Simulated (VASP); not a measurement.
# AlRu (Pm-3m) in VASP: notebook

AlRu is run at these levels: PBEsol; tasks: single point, relaxation of cell and atoms.

Program: VASP 6.6.1. These are calculated values, not measurements. Logs are shortened: lines on timing, memory, paths and dates and some standing lists are left out, and cuts for length are marked.

**1. The cell of the first run**

The structure is cubic, space group Pm-3m (No. 221). Conventional cell: a = 2.954 Å, b = 2.954 Å, c = 2.954 Å, α = 90.00°, β = 90.00°, γ = 90.00°. Within 3.4 Å of Ru (site symmetry m-3m) lie 8 Al at 2.56 Å and 6 Ru at 2.95 Å. Within 3.4 Å of Al (site symmetry m-3m) lie 8 Ru at 2.56 Å and 6 Al at 2.95 Å.

**2. Single point, PBEsol**

INCAR reads:

```
PREC = Accurate ; ENCUT = 520
EDIFF = 1E-7 ; ISMEAR = -1
SIGMA = 0.05 ; LREAL = F
LASPH = T ; NELM = 80
ALGO = Normal ; ISIF = 2
LWAVE = F ; LCHARG = T
GGA = PS ; LELF = T
LVHAR = T ; NBANDS = 16
```

KPOINTS reads:

```
Automatic mesh
0
Gamma
  9 9 9
```

POSCAR reads:

```
AlRu
1.0
    2.9543243328      0.0000000000      0.0000000000
    0.0000000000      2.9543243328      0.0000000000
    0.0000000000      0.0000000000      2.9543243328
Ru Al
1 1
Direct
    0.5000000000      0.5000000000      0.5000000000
    0.0000000000      0.0000000000      0.0000000000
```

Potentials or basis: VASP PAW PBE potentials, release 64 (Ru_pv, Al).

Run with:

```
$ cat potpaw_PBE.64/Ru_pv/POTCAR potpaw_PBE.64/Al/POTCAR > POTCAR
$ mpirun -np 1 vasp_std > vasp.out
```

OUTCAR:

```text
PREC = Accurate
   ENCUT = 520
   EDIFF = 1E-7
   ISMEAR = -1
   LREAL = F
   LASPH = T
   NELM = 80
   ISIF = 2
   GGA = PS

 ion  position               nearest neighbor table
   1  0.500  0.500  0.500-   2 2.56   2 2.56   2 2.56   2 2.56   2 2.56   2 2.56   2 2.56   2 2.56

   2  0.000  0.000  0.000-   1 2.56   1 2.56   1 2.56   1 2.56   1 2.56   1 2.56   1 2.56   1 2.56

  LATTYP: Found a simple cubic cell.
 ALAT       =     2.9543243328

  Lattice vectors:

 A1 = (   2.9543243328,   0.0000000000,   0.0000000000)
 A2 = (   0.0000000000,   2.9543243328,   0.0000000000)
 A3 = (   0.0000000000,   0.0000000000,   2.9543243328)

Analysis of symmetry for initial positions (statically):
=====================================================================
 Subroutine PRICEL returns:
 Original cell was already a primitive cell.

 Routine SETGRP: Setting up the symmetry group for a
 simple cubic supercell.

 Subroutine GETGRP returns: Found 48 space group operations
[... 9 lines left out ...]

 Routine SETGRP: Setting up the symmetry group for a
 simple cubic supercell.

 Subroutine GETGRP returns: Found 48 space group operations
[... 11 lines left out ...]
                                     Primitive cell

  volume of cell :      25.7854

  direct lattice vectors                    reciprocal lattice vectors
     2.954324333  0.000000000  0.000000000     0.338486871  0.000000000  0.000000000
     0.000000000  2.954324333  0.000000000     0.000000000  0.338486871  0.000000000
     0.000000000  0.000000000  2.954324333     0.000000000  0.000000000  0.338486871

  length of vectors
     2.954324333  2.954324333  2.954324333     0.338486871  0.338486871  0.338486871

  position of ions in fractional coordinates (direct lattice)
     0.500000000  0.500000000  0.500000000
     0.000000000  0.000000000  0.000000000

  ion indices of the primitive-cell ions
   primitive index   ion index
                 1           1
                 2           2

----------------------------------------------------------------------------------------

 KPOINTS: Automatic mesh

Automatic generation of k-mesh.
 Grid dimensions read from file:
 generate k-points for:    9    9    9

 Generating k-lattice:

  Cartesian coordinates                     Fractional coordinates (reciprocal lattice)
     0.037609652  0.000000000  0.000000000     0.111111111  0.000000000  0.000000000
     0.000000000  0.037609652  0.000000000     0.000000000  0.111111111  0.000000000
[... 49 lines left out ...]
   PREC   = accura    normal or accurate (medium, high low for compatibility)
   ISTART =      0    job   : 0-new  1-cont  2-samecut
   ICHARG =      2    charge: 1-file 2-atom 10-const
   ISPIN  =      1    spin polarized calculation?
   LNONCOLLINEAR =      F non collinear calculations
   LSORBIT =      F    spin-orbit coupling
   LASPH  =      T    aspherical Exc in radial PAW
   ENCUT  =  520.0 eV  38.22 Ry    6.18 a.u.   5.49  5.49  5.49*2*pi/ulx,y,z
   NELM   =     80;   NELMIN=  2; NELMDL= -5     # of ELM steps
   EDIFF  = 0.1E-06   stopping-criterion for ELM
   LREAL  =      F    real-space projection
   EDIFFG = 0.1E-05   stopping-criterion for IOM
   NSW    =      0    number of steps for IOM
   IBRION =     -1    ionic relax: 0-MD 1-quasi-New 2-CG
   NFREE  =      0    steps in history (QN), initial steepest desc. (CG)
   ISIF   =      2    stress and relaxation
   ISYM   =      2    0-nonsym 1-usesym 2-fastsym
   POTIM  = 0.5000    time-step for ionic-motion
   TEBEG  =    0.0;   TEEND  =   0.0 temperature during run
   PSTRESS=    0.0 pullay stress
   NELECT =      17.0000    total number of electrons
   NUPDOWN=      -1.0000    fix difference up-down
   EMIN   =  10.00;   EMAX   =-10.00  energy-range for DOS
   EFERMI =   0.00;   METHOD = LEGACY
   ISMEAR =    -1;   SIGMA  =   0.05  broadening in eV -4-tet -1-fermi 0-gaus
   EFERMI_NEDOS =   21; number of points for ismear=-14 and -15
   IALGO  =     38    algorithm
   IMIX   =      4    mixing-type and parameters
     AMIX     =   0.40;   BMIX     =  1.00
     AMIX_MAG =   1.60;   BMIX_MAG =  1.00
  volume/ion in A,a.u.               =      12.89        87.00
  Fermi-wavevector in a.u.,A,eV,Ry     =   1.424841  2.692558 27.622152  2.030171
  Thomas-Fermi vector in A             =   2.545289
   LORBIT       =      0    0 simple, 1 ext, 2 COOP (PROOUT), +10 PAW based schemes
   GGA     = PS    functional components
   LHFCALC =     F    Hartree Fock is set to
   AEXX    =    0.0000 exact exchange contribution
   IVDW    =     0    specifies the selected vdW correction
   LEPSILON=     F    determine dielectric tensor
   LRPA    =     F    only Hartree local field effects (RPA)
 non-spin polarized calculation
  energy-cutoff  :      520.00
  volume of cell :       25.79
 maximum number of plane-waves:       739
 NGX is ok and might be reduce to    24
   NGX = 11   NGY = 11   NGZ = 11

 number of electron      16.9999998 magnetization

 Free energy of the ion-electron system (eV)
  ---------------------------------------------------
  ext. energy  EPLUGINS =         0.00000000
  ---------------------------------------------------
  free energy    TOTEN  =       -15.51608884 eV

  energy without entropy =      -15.50186086  energy(sigma->0) =      -15.50897485

 E-fermi :  11.0529     XC(G=0): -12.8843

 val. band max:       11.0381453796   @ k =   0.4444   0.4444   0.1111
 cond. band min:      11.0561026080   @ k =   0.4444   0.1111   0.1111
 fundamental gap:      0.0179572284
 Fermi energy:        11.0528884698

 k-point     1 :       0.0000    0.0000    0.0000
  band No.  band energies     occupation
      1     -30.6144      2.00000
      2     -30.6144      2.00000
      3     -30.6144      2.00000
      4       1.2305      2.00000
      5       7.3285      2.00000
      6       7.3285      2.00000
[... 433 lines left out ...]
      3     -30.6054      2.00000
      4       5.1258      2.00000
      5       7.2136      2.00000
      6       8.5023      2.00000
[... 8 lines left out ...]
     15      24.5075      0.00000
     16      24.9631      0.00000

 [... further k-points ...]
[... 5 lines left out ...]
  --------------------------------------------------------------------------------------
  -------------------------------------------------------------------------------------
  Total        0.8304296      0.8304296      0.8304296      0.0000000     -0.0000000      0.0000000
  in kB       51.5987178     51.5987178     51.5987178      0.0000000     -0.0000000      0.0000000
  external PRESSURE =      51.5987178 kB  Pullay stress =       0.0000000 kB

 VOLUME and BASIS-vectors are now :
 -----------------------------------------------------------------------------
  energy-cutoff  :      520.00
  volume of cell :       25.79
      direct lattice vectors                 reciprocal lattice vectors
     2.954324333  0.000000000  0.000000000     0.338486871  0.000000000  0.000000000
     0.000000000  2.954324333  0.000000000     0.000000000  0.338486871  0.000000000
     0.000000000  0.000000000  2.954324333     0.000000000  0.000000000  0.338486871

 POSITION                                       TOTAL-FORCE (eV/Angst)
 -----------------------------------------------------------------------------------
      1.47716      1.47716      1.47716         0.000000      0.000000      0.000000
      0.00000      0.00000      0.00000         0.000000      0.000000      0.000000
 -----------------------------------------------------------------------------------
    total drift:                                0.000000     -0.000000     -0.000000

  FREE ENERGIE OF THE ION-ELECTRON SYSTEM (eV)
  ---------------------------------------------------
  free  energy   TOTEN  =       -15.5160888446 eV

  energy  without entropy=      -15.5018608599  energy(sigma->0) =      -15.50897485
```

stdout:

```text
POSCAR found type information on POSCAR RuAl
 POSCAR found :  2 types and       2 ions
 scaLAPACK will be used
 -----------------------------------------------------------------------------
|                                                                             |
|                                                                             |
|     You enforced a specific xc type in the INCAR file but a different       |
|     I HOPE YOU KNOW WHAT YOU ARE DOING!                                     |
|                                                                             |
 -----------------------------------------------------------------------------

 LDA part: xc-table for (Slater+PW92), standard interpolation
 POSCAR, INCAR and KPOINTS ok, starting setup
 FFT: planning ... GRIDC
 FFT: planning ... GRID_SOFT
 FFT: planning ... GRID
 WAVECAR not read
 entering main loop
```

It took 4.7 s on 1 thread of Intel Xeon 6975P-C (Granite Rapids), shared host; peak memory 0.14 GiB.

What came out:

```yaml
Free_energy: -15.5161 eV
Pressure: 5.2 GPa
```

Caveat: the PAW data sets were made with another functional, which shifts forces and pressure a little.

**3. Single point, PBEsol**

This run uses another cell than the first one, of 13.39 Å³/atom, 1.038 times its volume.

INCAR reads:

```
SYSTEM = AlRu
  PREC = Accurate
  ENCUT = 520
  EDIFF = 1E-6
  ISMEAR = -1
  SIGMA = 0.05
  LREAL = .False.
  LASPH = .True.
  NELM = 80
  ALGO = Normal
  ISIF = 2
  LWAVE = .False.
  LCHARG = .False.
  GGA = PS
  NBANDS = 16
```

KPOINTS reads:

```
regular mesh
0
Gamma
  9 9 9
  0 0 0
```

POSCAR reads:

```
AlRu
1.0
    2.9916000000      0.0000000000      0.0000000000
    0.0000000000      2.9916000000      0.0000000000
    0.0000000000      0.0000000000      2.9916000000
Ru Al
1 1
Direct
    0.5000000000      0.5000000000      0.5000000000
    0.0000000000      0.0000000000      0.0000000000
```

Potentials or basis: VASP PAW PBE potentials, release 64 (Ru_pv, Al).

Run with:

```
$ cat potpaw_PBE.64/Ru_pv/POTCAR potpaw_PBE.64/Al/POTCAR > POTCAR
$ mpirun -np 1 vasp_std > vasp.out
```

Run time: 4.2 s. Hardware: 1 thread of Intel Xeon 6975P-C (Granite Rapids), shared host; peak memory 0.14 GiB.

The run converged. Its results:

```yaml
Free_energy: -15.5215 eV
Pressure: -3.3 GPa
```

Levels at points of the mesh, in eV from the Fermi level:
```csv
k point,band 5,band 6,band 7,band 8,band 9,band 10,band 11,band 12,band 13,band 14
"(0.00, 0.00, 0.00)",-3.52,-3.52,0.25,0.25,0.25,6.15,6.15,6.15,11.07,11.07
```

Caveat: the PAW data sets were made with another functional, which shifts forces and pressure a little.

**4. Relaxation of cell and atoms, PBEsol**

This run uses another cell than the first one, of 13.39 Å³/atom, 1.038 times its volume.

INCAR reads:

```
PREC     = Accurate       # precision mode
ENCUT    = 600            # plane-wave cutoff, eV
EDIFF    = 1E-6           # SCF threshold, eV
ISMEAR   = -1             # smearing method
SIGMA    = 0.05           # smearing width, eV
LREAL    = False          # projectors in reciprocal space
LASPH    = True           # aspherical terms in the spheres
NELM     = 100            # most SCF steps
ALGO     = Normal         # electronic algorithm
ISIF     = 3              # what is computed and relaxed
LWAVE    = False          # write WAVECAR
LCHARG   = False          # write CHGCAR
GGA      = PS             # functional
IBRION   = 2              # ionic algorithm
NSW      = 80             # ionic steps
EDIFFG   = -0.02          # ionic threshold
```

KPOINTS reads:

```
regular mesh
0
Gamma
  9 9 9
```

POSCAR is that of step 3.

Run with:

```
$ cat potpaw_PBE.64/Ru_pv/POTCAR potpaw_PBE.64/Al/POTCAR > POTCAR
$ mpirun -np 1 vasp_std > vasp.out
```

It took 8.3 s on 1 thread of Intel Xeon 6975P-C (Granite Rapids), shared host; peak memory 0.14 GiB.

Results (log left out):

```
Free energy                            : -15.5260 eV
Relaxed volume                         : 13.18 Å³/atom
Relaxed cell                           : a = 2.976 Å, b = 2.976 Å, c = 2.976 Å, α = 90.00°, β = 90.00°, γ = 90.00°
Space group after relaxing (to 0.05 Å) : Pm-3m (No. 221)
Energy gained by relaxing              : 2.1 meV/atom
Ionic steps                            : 3
Pressure after relaxing                : 0.0 GPa
```

Step by step:
| step | energy change (eV) | largest force (eV/Å) | pressure (GPa) | volume (Å³) |
| --- | --- | --- | --- | --- |
| 1 | 0.0000 | 0.0000 | -3.27 | 26.77 |
| 2 | 0.0068 | 0.0000 | 5.70 | 25.73 |
| 3 | -0.0043 | 0.0000 | -0.03 | 26.37 |

Final structure:
```cif
data_structure
_symmetry_space_group_name_H-M 'P 1'
_symmetry_Int_Tables_number 1
_cell_length_a 2.9763
_cell_length_b 2.9763
_cell_length_c 2.9763
_cell_angle_alpha 90.000
_cell_angle_beta 90.000
_cell_angle_gamma 90.000
_cell_volume 26.37
loop_
_atom_site_label
_atom_site_type_symbol
_atom_site_fract_x
_atom_site_fract_y
_atom_site_fract_z
_atom_site_occupancy
Ru1 Ru 0.50000 0.50000 0.50000 1
Al1 Al 0.00000 0.00000 0.00000 1
```

Levels at points of the mesh, in eV from the Fermi level:
```csv
k point,band 6,band 7,band 8,band 9,band 10,band 11,band 12
"(0.00, 0.00, 0.00)",-3.60,0.25,0.25,0.25,6.23,6.23,6.23
```

Caveat: the PAW data sets were made with another functional, which shifts forces and pressure a little.

**5. Relaxation of cell and atoms, PBEsol, target pressure 5 GPa, at which the enthalpy is minimised**

This run uses another cell than the first one, of 13.39 Å³/atom, 1.038 times its volume.

INCAR reads:

```
SYSTEM = AlRu
  ALGO = Normal
  EDIFF = 1E-6
  EDIFFG = -0.02
  ENCUT = 600
  GGA = PS
  IBRION = 2
  ISIF = 3
  ISMEAR = -1
  LASPH = .TRUE.
  LCHARG = .FALSE.
  LREAL = .FALSE.
  LWAVE = .FALSE.
  NELM = 100
  NSW = 80
  PREC = Accurate
  PSTRESS = 50.0
  SIGMA = 0.05
```

KPOINTS reads:

```
k-points
0
G
  9 9 9
  0 0 0
```

POSCAR is that of step 4.

Run with:

```
$ cat potpaw_PBE.64/Ru_pv/POTCAR potpaw_PBE.64/Al/POTCAR > POTCAR
$ mpirun -np 1 vasp_std > vasp.out
```

It took 9 s on 1 thread of Intel Xeon 6975P-C (Granite Rapids), shared host; peak memory 0.15 GiB.

It converged, with:

```yaml
Free_energy: -15.5179 eV
Relaxed_volume: 12.91 Å³/atom
Relaxed_cell: a = 2.956 Å, b = 2.956 Å, c = 2.956 Å, α = 90.00°, β = 90.00°, γ = 90.00°
Space_group_after_relaxing_to_0.05_Å: Pm-3m (No. 221)
Energy_change_on_relaxing_the_enthalpy_is_what_falls: +1.9 meV/atom
Ionic_steps: 3
Pressure_after_relaxing: 4.8 GPa
```

The path:
```tsv
step	energy change (eV)	largest force (eV/Å)	pressure (GPa)	volume (Å³)
1	0.0000	0.0000	-3.27	26.77
2	0.1408	0.0000	23.05	24.18
3	0.0038	0.0000	4.84	25.82
```

Final structure:
```
Ru Al
1.0
     2.95563    0.00000    0.00000
     0.00000    2.95563    0.00000
     0.00000    0.00000    2.95563
Ru Al
1 1
Direct
  0.50000 0.50000 0.50000
  0.00000 0.00000 0.00000
```

Levels at points of the mesh, in eV from the Fermi level:
```tsv
k point	band 5	band 6	band 7	band 8	band 9	band 10	band 11	band 12
(0.00, 0.00, 0.00)	-3.72	-3.72	0.26	0.26	0.26	6.33	6.33	6.33
```

Caveat: the cell is relaxed towards a set pressure, so the enthalpy falls and the energy may rise; the PAW data sets were made with another functional, which shifts forces and pressure a little.

**6. Relaxation of cell and atoms, PBEsol, target pressure 10 GPa, at which the enthalpy is minimised**

This run uses another cell than the first one, of 13.39 Å³/atom, 1.038 times its volume.

INCAR reads:

```
SYSTEM = AlRu
PREC = Accurate
ENCUT = 600
EDIFF = 1E-6
ISMEAR = -1
SIGMA = 0.05
LREAL = .FALSE.
LASPH = .TRUE.
NELM = 100
ALGO = Normal
ISIF = 3
LWAVE = .FALSE.
LCHARG = .FALSE.
GGA = PS
IBRION = 2
NSW = 80
EDIFFG = -0.02
PSTRESS = 100.0
```

KPOINTS reads:

```
Automatic mesh
0
G
  9 9 9
  0 0 0
```

POSCAR is that of step 5.

Potentials or basis: VASP PAW PBE potentials, release 64 (Ru_pv, Al).

Run with:

```
$ cat potpaw_PBE.64/Ru_pv/POTCAR potpaw_PBE.64/Al/POTCAR > POTCAR
$ mpirun -np 1 vasp_std > vasp.out
```

Run time: 11 s. Hardware: 1 thread of Intel Xeon 6975P-C (Granite Rapids), shared host; peak memory 0.15 GiB.

Results (log left out):

| Property | Result |
| --- | --- |
| Free energy | -15.4942 eV |
| Relaxed volume | 12.65 Å³/atom |
| Relaxed cell | a = 2.936 Å, b = 2.936 Å, c = 2.936 Å, α = 90.00°, β = 90.00°, γ = 90.00° |
| Space group after relaxing (to 0.05 Å) | Pm-3m (No. 221) |
| Energy change on relaxing (the enthalpy is what falls) | +13.8 meV/atom |
| Ionic steps | 4 |
| Pressure after relaxing | 10.0 GPa |

Step by step:
```csv
step,energy change (eV),largest force (eV/Å),pressure (GPa),volume (Å³)
1,0.0000,0.0000,-3.27,26.77
2,0.4536,0.0000,45.79,22.70
3,0.0248,0.0000,9.46,25.35
4,0.0275,0.0000,9.97,25.30
```

Final structure:
```
Ru Al
1.0
     2.93574    0.00000    0.00000
     0.00000    2.93574    0.00000
     0.00000    0.00000    2.93574
Ru Al
1 1
Direct
  0.50000 0.50000 0.50000
  0.00000 0.00000 0.00000
```

Levels at points of the mesh, in eV from the Fermi level:
```csv
k point,band 5,band 6,band 7,band 8,band 9,band 10,band 11,band 12
"(0.00, 0.00, 0.00)",-3.83,-3.83,0.27,0.27,0.27,6.44,6.44,6.44
```

Caveat: the cell is relaxed towards a set pressure, so the enthalpy falls and the energy may rise; the PAW data sets were made with another functional, which shifts forces and pressure a little.

**7. Summary**

```tsv
task	cell	cutoff (eV)	gap on the mesh (eV)	pressure (GPa)
single point	a = 2.954 Å, 2 atoms	520	none	5.2
single point	a = 2.992 Å, 2 atoms	520	none	-3.3
relaxation of cell and atoms	relaxed from a = 2.992 Å, 2 atoms	600	none	0.0
relaxation of cell and atoms	relaxed to 5 GPa from a = 2.992 Å, 2 atoms	600	none	4.8
relaxation of cell and atoms	relaxed to 10 GPa from a = 2.992 Å, 2 atoms	600	none	10.0
```

Alike in all rows: level PBEsol; potentials or basis VASP PAW PBE potentials, release 64 (Ru_pv, Al); no spin polarisation; k mesh 9 × 9 × 9; smearing fermi-dirac 0.05 eV.

Caveats: the PAW data sets were made with another functional, which shifts forces and pressure a little; the cell is relaxed towards a set pressure, so the enthalpy falls and the energy may rise (some runs).

Absolute energies hang on the potentials; compare differences alone.
